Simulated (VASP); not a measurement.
Runs of VASP 6.6.1 on LaCuTe2. The structure is that of space group R-3m (No. 166), or close to it. The cells are those of the table. 

```tsv
level	cell	gap on the mesh (eV)	pressure (GPa)	largest force (eV/Å)
PBE	a = 7.227 Å, angles 36.1°, 4 atoms	0.79	0.1	0.06
PBE	a = 7.271 Å, angles 36.3°, 4 atoms	0.85	-1.4	0.10
PBE	a = 7.341 Å, angles 36.3°, 4 atoms	0.90	-2.6	0.17
PBE	a = 7.053 Å, angles 36.3°, 4 atoms	0.66	3.6	0.18
PBE	a = 7.200 Å, angles 36.3°, 4 atoms	0.79	0.0	0.01
PBE	a = 7.127 Å, angles 36.3°, 4 atoms	0.73	(b)	0.08
r2SCAN	a = 7.080 Å, angles 36.1°, 4 atoms	0.89	3.8	(a)
```

Alike in all rows: task single point; potentials or basis VASP PAW PBE potentials, release 64 (Cu, La, Te); no spin polarisation; k mesh 6 × 6 × 6; cutoff (eV) 520; smearing gaussian 0.01 eV.

Q: Fill in the values left out.

A: (a) 0.21; (b) 1.6.

Caveats: spin-orbit coupling is left out, which moves the levels of the heavy elements; the PAW data sets were made with another functional, which shifts forces and pressure a little (some runs).

A k mesh can miss the band edges, and the runs leave out spin-orbit coupling on La, Te.
